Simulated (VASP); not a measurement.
Write the native input for VASP 6.6.1 that does the following.

| Item | Value |
| --- | --- |
| Task | single point |
| Functional | BLYP |
| Potentials or basis | VASP PAW PBE potentials, release 64 (Hf_pv) |
| Cutoff | 520 eV |
| k mesh | 14 × 14 × 14 |
| Occupations | fermi-dirac, width 0.1 eV |
| Spin | no spin polarisation |
| Dipole correction | no |
| Further INCAR settings | ALGO = Normal; EDIFF = 1e-07; NBANDS = 11 |

The structure of Hf lies in POSCAR:

```
Hf
1.0
   -1.7889954254      1.7889954254      1.7889954254
    1.7889954254     -1.7889954254      1.7889954254
    1.7889954254      1.7889954254     -1.7889954254
Hf
1
Direct
    0.0000000000      0.0000000000      0.0000000000
```

The input as run:

INCAR

```
SYSTEM = Hf
PREC = Accurate
ENCUT = 520
EDIFF = 1E-7
ISMEAR = -1
SIGMA = 0.1
LREAL = .FALSE.
LASPH = .TRUE.
NELM = 80
ALGO = Normal
ISIF = 2
LWAVE = .FALSE.
LCHARG = .TRUE.
GGA = B5
ALDAX = 1.0
AGGAX = 1.0
AGGAC = 1.0
ALDAC = 0.0
LELF = .TRUE.
LVHAR = .TRUE.
NBANDS = 11
```

KPOINTS

```
Automatic mesh
0
G
  14 14 14
  0 0 0
```

Potentials or basis: VASP PAW PBE potentials, release 64 (Hf_pv).

Launch:

```bash
$ cat potpaw_PBE.64/Hf_pv/POTCAR > POTCAR
$ mpirun -np 1 vasp_std > vasp.out
```

It gave:

The pressure is 0.1 GPa. The band gap on the k mesh is zero (band 5 reaches 6.34 eV, above the bottom of band 6 at 4.22 eV).

Caveat: the PAW data sets were made with another functional, which shifts forces and pressure a little; spin-orbit coupling is left out, which moves the levels of the heavy elements.

Wall time 42 s on 1 thread of Intel Xeon 8259CL (shared host), peak memory 0.15 GiB.
